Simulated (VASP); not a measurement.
# BN (P3m1) in VASP: a series of runs

BN is run at these levels: r2SCAN; tasks: single point.

Everything below comes from runs of VASP 6.6.1. Logs are shortened: lines on timing, memory, paths and dates and some standing lists are left out, and cuts for length are marked.

## 1. The cell of the first run

Symmetry: P3m1, No. 156, trigonal system. The conventional cell has a = 2.544 Å, b = 2.544 Å, c = 4.208 Å, α = 90.00°, β = 90.00°, γ = 120.00°. B (site symmetry 3m) has 1 N at 0.98 Å within 1.3 Å. B (site symmetry 3m) has 4 N at 1.56 to 1.58 Å and 3 B at 2.10 Å within 2.2 Å. N (site symmetry 3m) has 1 B at 0.98 Å within 1.3 Å. Within 2.1 Å of N (site symmetry 3m) lie 4 B at 1.58 to 1.85 Å.

## 2. Single point, r2SCAN (atom 1 (B) moved -0.600 Å along Cartesian [0 0 1])

File POSCAR:

```
BN
1.0
    2.5439665232      0.0000000000      0.0000000000
   -1.2719832616      2.2031396355      0.0000000000
    0.0000000000      0.0000000000      4.2077449317
B N
2 2
Direct
    0.6666666667      0.3333333333      0.8572053962
    0.3333333333      0.6666666667      0.4997995909
    0.6666666667      0.3333333333      0.6252004091
    0.3333333333      0.6666666667      0.1252004091
```

File INCAR.step1:

```
SYSTEM = BN
  PREC = Accurate
  ENCUT = 520
  ISMEAR = 0
  SIGMA = 0.05
  LREAL = .FALSE.
  LASPH = .TRUE.
  NELM = 80
  NBANDS = 16
  GGA = PE
  ALGO = Normal
  EDIFF = 1E-4
  LWAVE = .TRUE.
  LCHARG = .FALSE.
```

File INCAR.step2:

```
SYSTEM = BN
  PREC = Accurate
  ENCUT = 520
  EDIFF = 1E-6
  ISMEAR = 0
  SIGMA = 0.05
  LREAL = .FALSE.
  LASPH = .TRUE.
  NELM = 80
  ALGO = Normal
  ISIF = 2
  LWAVE = .FALSE.
  LCHARG = .TRUE.
  METAGGA = R2SCAN
  LMIXTAU = .TRUE.
  LELF = .TRUE.
  LVHAR = .TRUE.
  NBANDS = 16
  ISTART = 1
```

File KPOINTS:

```
Automatic mesh
0
G
  12 12 6
  0 0 0
```

Potentials or basis: VASP PAW PBE potentials, release 64 (B, N).

Launch:

```sh
$ cat potpaw_PBE.64/B/POTCAR potpaw_PBE.64/N/POTCAR > POTCAR
$ cp INCAR.step1 INCAR
$ mpirun -np 1 vasp_std > vasp.out
$ cp INCAR.step2 INCAR
$ mpirun -np 1 vasp_std > vasp.out
```

OUTCAR:

```text
SYSTEM = BN
   PREC = Accurate
   ENCUT = 520
   EDIFF = 1E-6
   ISMEAR = 0
   LREAL = .FALSE.
   LASPH = .TRUE.
   NELM = 80
   ISIF = 2
   METAGGA = R2SCAN
   ISTART = 1

 ion  position               nearest neighbor table
   1  0.667  0.333  0.857-   3 0.98   4 1.85   4 1.85   4 1.85   2 2.10   2 2.10   2 2.10
   2  0.333  0.667  0.500-   3 1.56   3 1.56   3 1.56   4 1.58   1 2.10   1 2.10   1 2.10
   3  0.667  0.333  0.625-   1 0.98   2 1.56   2 1.56   2 1.56
   4  0.333  0.667  0.125-   2 1.58   1 1.85   1 1.85   1 1.85

 -----------------------------------------------------------------------------
|                                                                             |
|           W    W    AA    RRRRR   N    N  II  N    N   GGGG   !!!           |
|           W    W   A  A   R    R  NN   N  II  NN   N  G    G  !!!           |
|           W    W  A    A  R    R  N N  N  II  N N  N  G       !!!           |
|           W WW W  AAAAAA  RRRRR   N  N N  II  N  N N  G  GGG   !            |
|           WW  WW  A    A  R   R   N   NN  II  N   NN  G    G                |
|           W    W  A    A  R    R  N    N  II  N    N   GGGG   !!!           |
|                                                                             |
|     The distance between some ions is very small. Please check the          |
|     nearest-neighbor list in the OUTCAR file.                               |
|     I HOPE YOU KNOW WHAT YOU ARE DOING!                                     |
|                                                                             |
 -----------------------------------------------------------------------------

  LATTYP: Found a hexagonal cell.
 ALAT       =     2.5439665232
 C/A-ratio  =     1.6540095529

  Lattice vectors:

 A1 = (   2.5439665232,   0.0000000000,   0.0000000000)
 A2 = (  -1.2719832616,   2.2031396355,   0.0000000000)
 A3 = (   0.0000000000,   0.0000000000,   4.2077449317)

Analysis of symmetry for initial positions (statically):
=====================================================================
 Subroutine PRICEL returns:
 Original cell was already a primitive cell.

 Routine SETGRP: Setting up the symmetry group for a
 hexagonal supercell.

 Subroutine GETGRP returns: Found  6 space group operations
 (whereof  6 operations were pure point group operations)
 out of a pool of 24 trial point group operations.

The static configuration has the point symmetry C_3v.

Analysis of symmetry for dynamics (positions and initial velocities):
=====================================================================
 Subroutine PRICEL returns:
 Original cell was already a primitive cell.

 Routine SETGRP: Setting up the symmetry group for a
 hexagonal supercell.

 Subroutine GETGRP returns: Found  6 space group operations
 (whereof  6 operations were pure point group operations)
 out of a pool of 24 trial point group operations.

The dynamic configuration has the point symmetry C_3v.

 Subroutine INISYM returns: Found  6 space group operations
 (whereof  6 operations are pure point group operations),
 and found     1 'primitive' translations

----------------------------------------------------------------------------------------

                                     Primitive cell

  volume of cell :      23.5832

  direct lattice vectors                    reciprocal lattice vectors
     2.543966523  0.000000000  0.000000000     0.393086934  0.226948847  0.000000000
    -1.271983262  2.203139635  0.000000000     0.000000000  0.453897694  0.000000000
     0.000000000  0.000000000  4.207744932     0.000000000  0.000000000  0.237656991

  length of vectors
     2.543966523  2.543966523  4.207744932     0.453897694  0.453897694  0.237656991

  position of ions in fractional coordinates (direct lattice)
     0.666666667  0.333333333  0.857205396
     0.333333333  0.666666667  0.499799591
     0.666666667  0.333333333  0.625200409
     0.333333333  0.666666667  0.125200409

  ion indices of the primitive-cell ions
   primitive index   ion index
                 1           1
                 2           2
                 3           3
                 4           4

----------------------------------------------------------------------------------------

 KPOINTS: Automatic mesh

Automatic generation of k-mesh.
 Grid dimensions read from file:
 generate k-points for:   12   12    6

 Generating k-lattice:

  Cartesian coordinates                     Fractional coordinates (reciprocal lattice)
     0.032757244  0.018912404  0.000000000     0.083333333  0.000000000  0.000000000
     0.000000000  0.037824808  0.000000000     0.000000000  0.083333333  0.000000000
     0.000000000  0.000000000  0.039609499     0.000000000  0.000000000  0.166666667

  Length of vectors
     0.037824808  0.037824808  0.039609499

  Shift w.r.t. Gamma in fractional coordinates (k-lattice)
     0.000000000  0.000000000  0.000000000

 Subroutine IBZKPT returns following result:
 ===========================================

 Found    100 irreducible k-points:

 Following reciprocal coordinates:
            Coordinates               Weight
  0.000000  0.000000  0.000000      1.000000
  0.083333  0.000000  0.000000      6.000000
  0.166667  0.000000  0.000000      6.000000
  0.250000  0.000000  0.000000      6.000000
  0.333333  0.000000  0.000000      6.000000
  0.416667  0.000000  0.000000      6.000000
[... 16 lines left out ...]
  0.166667  0.000000  0.166667      6.000000
  0.000000  0.166667  0.166667      6.000000
 [... further k-points ...]
   k-points           NKPTS =    100   k-points in BZ     NKDIM =    100   number of bands    NBANDS=     16
   number of dos      NEDOS =    301   number of ions     NIONS =      4
   total plane-waves  NPLWV =  12800
   dimension x,y,z NGX =    20 NGY =   20 NGZ =   32
   dimension x,y,z NGXF=    40 NGYF=   40 NGZF=   64
   ions per type =               2   2
   NGX,Y,Z   is equivalent  to a cutoff of  13.07, 13.07, 12.64 a.u.
   NGXF,Y,Z  is equivalent  to a cutoff of  26.14, 26.14, 25.29 a.u.
 SYSTEM =  BN
   PREC   = accura    normal or accurate (medium, high low for compatibility)
   ISTART =      1    job   : 0-new  1-cont  2-samecut
   ICHARG =      0    charge: 1-file 2-atom 10-const
   ISPIN  =      1    spin polarized calculation?
   LNONCOLLINEAR =      F non collinear calculations
   LSORBIT =      F    spin-orbit coupling
   LASPH  =      T    aspherical Exc in radial PAW
   ENCUT  =  520.0 eV  38.22 Ry    6.18 a.u.   4.73  4.73  7.82*2*pi/ulx,y,z
   NELM   =     80;   NELMIN=  2; NELMDL=  0     # of ELM steps
   EDIFF  = 0.1E-05   stopping-criterion for ELM
   LREAL  =      F    real-space projection
   EDIFFG = 0.1E-04   stopping-criterion for IOM
   NSW    =      0    number of steps for IOM
   IBRION =     -1    ionic relax: 0-MD 1-quasi-New 2-CG
   NFREE  =      0    steps in history (QN), initial steepest desc. (CG)
   ISIF   =      2    stress and relaxation
   ISYM   =      2    0-nonsym 1-usesym 2-fastsym
   POTIM  = 0.5000    time-step for ionic-motion
   TEBEG  =    0.0;   TEEND  =   0.0 temperature during run
   PSTRESS=    0.0 pullay stress
   NELECT =      16.0000    total number of electrons
   NUPDOWN=      -1.0000    fix difference up-down
   EMIN   =  10.00;   EMAX   =-10.00  energy-range for DOS
   EFERMI =   0.00;   METHOD = LEGACY
   ISMEAR =     0;   SIGMA  =   0.05  broadening in eV -4-tet -1-fermi 0-gaus
   EFERMI_NEDOS =   21; number of points for ismear=-14 and -15
   IALGO  =     38    algorithm
   IMIX   =      4    mixing-type and parameters
     AMIX     =   0.40;   BMIX     =  1.00
     AMIX_MAG =   1.60;   BMIX_MAG =  1.00
  volume/ion in A,a.u.               =       5.90        39.79
  Fermi-wavevector in a.u.,A,eV,Ry     =   1.438513  2.718396 28.154815  2.069321
  Thomas-Fermi vector in A             =   2.557472
   LORBIT       =      0    0 simple, 1 ext, 2 COOP (PROOUT), +10 PAW based schemes
   METAGGA = R2SCAN    functional components
   LHFCALC =     F    Hartree Fock is set to
   AEXX    =    0.0000 exact exchange contribution
   IVDW    =     0    specifies the selected vdW correction
   LEPSILON=     F    determine dielectric tensor
   LRPA    =     F    only Hartree local field effects (RPA)
 non-spin polarized calculation
 Gauss-broadening in eV      SIGMA  =   0.05
  energy-cutoff  :      520.00
  volume of cell :       23.58
 maximum number of plane-waves:       652
 NGX is ok and might be reduce to    20
   NGX =  9   NGY =  9   NGZ = 15

 number of electron      15.9999999 magnetization

 Free energy of the ion-electron system (eV)
  ---------------------------------------------------
  ext. energy  EPLUGINS =         0.00000000
  ---------------------------------------------------
  free energy    TOTEN  =       -23.84676266 eV

  energy without entropy =      -23.84649847  energy(sigma->0) =      -23.84663057

 E-fermi :  10.5946     XC(G=0): -13.5806

 val. band max:       10.5775678365   @ k =   0.0833   0.0000   0.1667
 cond. band min:      10.6527786259   @ k =   0.0000   0.0000   0.1667
 fundamental gap:      0.0752107894
 Fermi energy:        10.5946372352

 k-point     1 :       0.0000    0.0000    0.0000
  band No.  band energies     occupation
      1     -17.1739      2.00000
      2      -8.4708      2.00000
      3      -4.7832      2.00000
      4       0.9905      2.00000
      5       0.9905      2.00000
      6       3.5545      2.00000
[... 8 lines left out ...]
     15      21.4885      0.00000
     16      24.6850      0.00000

 k-point     2 :       0.0833    0.0000    0.0000
  band No.  band energies     occupation
      1     -17.0387      2.00000
      2      -8.3445      2.00000
      3      -4.6478      2.00000
      4       0.3407      2.00000
      5       0.7904      2.00000
      6       3.6090      2.00000
[... 8 lines left out ...]
     15      21.5170      0.00000
     16      25.0018      0.00000
[... 387 lines left out ...]
      5       0.3088      2.00000
      6       3.2979      2.00000
[... 8 lines left out ...]
     15      22.0832      0.00000
     16      25.1084      0.00000

 k-point    24 :       0.0000    0.1667    0.1667
  band No.  band energies     occupation
      1     -16.6173      2.00000
      2      -8.3132      2.00000
      3      -3.7563      2.00000
      4      -1.1146      2.00000
      5       0.3106      2.00000
      6       3.4128      2.00000
[... 8 lines left out ...]
     15      22.0790      0.00000
     16      25.6101      0.00000

 [... further k-points ...]

------------------------ aborting loop because EDIFF is reached ----------------------------------------

  FORCE on cell =-STRESS in cart. coord.  units (eV):
  Direction    XX          YY          ZZ          XY          YZ          ZX
  --------------------------------------------------------------------------------------
  -------------------------------------------------------------------------------------
  Total        5.2853343      5.2853343     51.2062918      0.0000000      0.0000000      0.0000000
  in kB      359.0709129    359.0709129   3478.8130289      0.0000000      0.0000000      0.0000000
  external PRESSURE =    1398.9849516 kB  Pullay stress =       0.0000000 kB

 VOLUME and BASIS-vectors are now :
 -----------------------------------------------------------------------------
  energy-cutoff  :      520.00
  volume of cell :       23.58
      direct lattice vectors                 reciprocal lattice vectors
     2.543966523  0.000000000  0.000000000     0.393086934  0.226948847  0.000000000
    -1.271983262  2.203139635  0.000000000     0.000000000  0.453897694  0.000000000
     0.000000000  0.000000000  4.207744932     0.000000000  0.000000000  0.237656991

 POSITION                                       TOTAL-FORCE (eV/Angst)
 -----------------------------------------------------------------------------------
      1.27198      0.73438      3.60690        -0.000000     -0.000000     76.647122
     -0.00000      1.46876      2.10303        -0.000000      0.000000     -9.124501
      1.27198      0.73438      2.63068        -0.000000      0.000000    -62.635969
     -0.00000      1.46876      0.52681         0.000000     -0.000000     -4.886652
 -----------------------------------------------------------------------------------
    total drift:                                0.000000      0.000000     -0.002231

  FREE ENERGIE OF THE ION-ELECTRON SYSTEM (eV)
  ---------------------------------------------------
  free  energy   TOTEN  =       -23.8467626595 eV

  energy  without entropy=      -23.8464984712  energy(sigma->0) =      -23.84663057
```

Run time: 3.8 min. Hardware: 1 thread of Intel Xeon 8259CL, shared host; peak memory 0.15 GiB.

What came out:

| Quantity | Value |
| --- | --- |
| Free energy | -23.8468 eV |
| Pressure | 139.9 GPa |
| Largest force | 76.647 eV/Å |
| Band gap on the k mesh | zero (bands 8 and 9 overlap by 0.99 eV) |

Forces in eV/Å, atoms in the order of the input:
```
B     0.000   0.000  76.647
B     0.000   0.000  -9.125
N     0.000   0.000 -62.636
N     0.000   0.000  -4.887
```

Stress tensor (GPa, compression positive):
```
 35.91   0.00   0.00
  0.00  35.91   0.00
  0.00   0.00 347.88
```

Caveat: the cell differs from its parent crystal (atom 1 (B) moved -0.600 Å along Cartesian [0 0 1]); atoms lie so close that the PAW spheres overlap strongly, which falsifies energies and pressures; the stress differs along the axes, from 36 to 348 GPa; the PAW data sets were made with another functional, which shifts forces and pressure a little.

## 3. Single point, r2SCAN (atom 1 (B) moved +0.480 Å along Cartesian [0 0 1])

Changes to POSCAR since step 2:

```diff
@@ -8,3 +8,3 @@
 Direct
-    0.6666666667      0.3333333333      0.8572053962
+    0.6666666667      0.3333333333      1.1138749467
     0.3333333333      0.6666666667      0.4997995909
```

File INCAR.step1:

```
ALGO     = Normal         # electronic algorithm
EDIFF    = 1E-4           # SCF threshold, eV
ENCUT    = 520            # plane-wave cutoff, eV
GGA      = PE             # functional
ISMEAR   = 0              # smearing method
LASPH    = T              # aspherical terms in the spheres
LCHARG   = F              # write CHGCAR
LREAL    = F              # projectors in reciprocal space
LWAVE    = T              # write WAVECAR
NBANDS   = 16             # bands
NELM     = 80             # most SCF steps
PREC     = Accurate       # precision mode
SIGMA    = 0.05           # smearing width, eV
```

File INCAR.step2:

```
ALGO     = Normal         # electronic algorithm
EDIFF    = 1E-6           # SCF threshold, eV
ENCUT    = 520            # plane-wave cutoff, eV
ISIF     = 2              # what is computed and relaxed
ISMEAR   = 0              # smearing method
ISTART   = 1            
LASPH    = T              # aspherical terms in the spheres
LCHARG   = T              # write CHGCAR
LELF     = T              # ELF
LMIXTAU  = T            
LREAL    = F              # projectors in reciprocal space
LVHAR    = T            
LWAVE    = F              # write WAVECAR
METAGGA  = R2SCAN         # meta-GGA
NBANDS   = 16             # bands
NELM     = 80             # most SCF steps
PREC     = Accurate       # precision mode
SIGMA    = 0.05           # smearing width, eV
```

File KPOINTS:

```
k-points
0
Gamma
  12 12 6
```

Potentials or basis: VASP PAW PBE potentials, release 64 (B, N).

Launch:

```sh
$ cat potpaw_PBE.64/B/POTCAR potpaw_PBE.64/N/POTCAR > POTCAR
$ cp INCAR.step1 INCAR
$ mpirun -np 1 vasp_std > vasp.out
$ cp INCAR.step2 INCAR
$ mpirun -np 1 vasp_std > vasp.out
```

Run time: 3.7 min. Hardware: 1 thread of Intel Xeon 8259CL, shared host; peak memory 0.16 GiB.

The run converged. Its results:

```yaml
Free_energy: -36.0531 eV
Pressure: 20.7 GPa
Largest_force: 5.286 eV/Å
Band_gap_on_the_k_mesh: 3.49 eV (least direct gap 4.79 eV)
```

Forces on the atoms (eV/Å):
```
B    0.000  0.000 -5.286
B    0.000  0.000  5.100
N    0.000  0.000 -2.387
N    0.000  0.000  2.573
```

Stress tensor (GPa, compression positive):
```
14.28  0.00  0.00
 0.00 14.28  0.00
 0.00  0.00 33.45
```

Levels at points of the mesh, in eV from the valence-band top:
```csv
k point,band 4,band 5,band 6,band 7,band 8,band 9,band 10,band 11,band 12,band 13
"(0.00, 0.00, 0.00)",-5.30,-5.30,-0.83,-0.83,0.00,7.69,7.69,8.15,9.41,10.84
"(0.50, 0.00, 0.00)",-9.07,-8.21,-7.73,-4.03,-3.40,5.48,7.11,10.20,11.95,12.70
"(0.00, 0.00, 0.50)",-5.18,-5.18,-4.42,-1.07,-1.07,8.04,8.04,8.09,9.86,10.16
"(0.50, 0.00, 0.50)",-10.43,-8.01,-4.94,-3.87,-1.96,3.49,6.10,7.96,9.93,14.26
```

Caveat: the cell differs from its parent crystal (atom 1 (B) moved +0.480 Å along Cartesian [0 0 1]); the stress differs along the axes, from 14 to 33 GPa; the PAW data sets were made with another functional, which shifts forces and pressure a little.

## 4. Single point, r2SCAN

Changes to POSCAR since step 3:

```diff
@@ -8,3 +8,3 @@
 Direct
-    0.6666666667      0.3333333333      1.1138749467
+    0.6666666667      0.3333333333      0.8572053962
     0.3333333333      0.6666666667      0.4997995909
```

File INCAR.step1:

```
ALGO = Normal
EDIFF = 1E-4
ENCUT = 520
GGA = PE
ISMEAR = 0
LASPH = T
LCHARG = F
LREAL = F
LWAVE = T
NBANDS = 16
NELM = 60
PREC = Accurate
SIGMA = 0.05
```

File INCAR.step2:

```
ALGO = Normal
EDIFF = 1E-6
ENCUT = 520
ISIF = 2
ISMEAR = 0
ISTART = 1
LASPH = T
LCHARG = T
LELF = T
LMIXTAU = T
LREAL = F
LVHAR = T
LWAVE = F
METAGGA = R2SCAN
NBANDS = 16
NELM = 60
PREC = Accurate
SIGMA = 0.05
```

KPOINTS is that of step 3.

Launch:

```sh
$ cat potpaw_PBE.64/B/POTCAR potpaw_PBE.64/N/POTCAR > POTCAR
$ cp INCAR.step1 INCAR
$ mpirun -np 1 vasp_std > vasp.out
$ cp INCAR.step2 INCAR
$ mpirun -np 1 vasp_std > vasp.out
```

It took 3.2 min on 1 thread of Intel Xeon 8259CL, shared host; peak memory 0.16 GiB.

It converged, with:

| Quantity | Value |
| --- | --- |
| Free energy | -23.8468 eV |
| Pressure | 139.9 GPa |
| Largest force | 76.647 eV/Å |
| Band gap on the k mesh | zero (bands 8 and 9 overlap by 0.99 eV) |

Forces in eV/Å, atoms in the order of the input:
```
B     0.000   0.000  76.647
B     0.000   0.000  -9.125
N     0.000   0.000 -62.636
N     0.000   0.000  -4.887
```

Stress tensor (GPa, compression positive):
```
 35.91   0.00   0.00
  0.00  35.91   0.00
  0.00   0.00 347.88
```

Levels at points of the mesh, in eV from the Fermi level:
```csv
k point,band 5,band 6,band 7,band 8,band 9,band 10,band 11,band 12
"(0.00, 0.00, 0.00)",-9.60,-7.04,0.18,0.18,3.91,4.06,4.06,6.81
"(0.50, 0.00, 0.00)",-11.92,-8.63,-7.90,-1.22,2.06,2.74,4.07,7.13
"(0.00, 0.00, 0.50)",-9.55,-8.31,-0.27,-0.27,2.37,4.63,4.63,8.01
"(0.50, 0.00, 0.50)",-11.80,-8.22,-5.76,-2.50,1.23,2.25,6.33,7.28
```

Caveat: atoms lie so close that the PAW spheres overlap strongly, which falsifies energies and pressures; the stress differs along the axes, from 36 to 348 GPa; the PAW data sets were made with another functional, which shifts forces and pressure a little.

The gap in the log of VASP goes by the Fermi energy; the results here count the filled bands.